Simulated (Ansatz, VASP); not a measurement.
# CdS, level by level in two programs

```
Cd S
1.0
     4.26117    0.00000    0.00000
    -2.13058    3.69028    0.00000
     0.00000    0.00000    5.80417
Cd S
1 1
Cartesian
  0.0000 0.0000 2.5695
  2.1306 1.2301 2.5208
```

Single points on this cell with VASP 6.6.1 and Ansatz 0.2.0. Each row is one pair of runs. Alike in all rows: spin: off; k mesh: 7 × 7 × 5; VASP's potentials, cutoff: VASP PAW PBE potentials, release 64 (Cd_sv_GW, S), 630 eV; Ansatz's potentials, cutoff: Ansatz PAW, 420 eV.

```csv
level,smearing,"gap on the k mesh at the Fermi level (eV), VASP","gap on the k mesh at the Fermi level (eV), Ansatz","least direct gap on the mesh (eV), VASP","least direct gap on the mesh (eV), Ansatz","pressure (GPa), VASP","pressure (GPa), Ansatz"
PBE,"gaussian, width 0.022 eV",1.46,1.47,1.47,1.47,-0.3,-0.2
PBE,"gaussian, width 0.013 eV",1.46,1.47,1.47,1.47,-0.3,-0.2
PBE,"gaussian, width 0.021 eV",1.46,?,1.47,?,-0.3,?
PBE,"gaussian, width 0.011 eV",1.46,1.47,1.47,1.47,-0.3,-0.2
PBE,"gaussian, width 0.025 eV",1.46,1.47,1.47,1.47,-0.3,-0.2
PBE,"gaussian, width 0.019 eV",1.46,1.47,1.47,1.47,-0.3,-0.2
PBE,"gaussian, width 0.023 eV",1.46,1.47,1.47,1.47,-0.3,-0.2
PBE,"gaussian, width 0.029 eV",1.46,1.47,1.47,1.47,-0.3,-0.2
```

Problem. Fill in what Ansatz gave in row 3.

Solution. gap on the k mesh at the Fermi level (eV): 1.47; least direct gap on the mesh (eV): 1.47; pressure (GPa): -0.2.

Noted on Ansatz's runs: odd divisions of the mesh miss points on the zone boundary, where band edges often lie, so the gap on the mesh can be too wide.
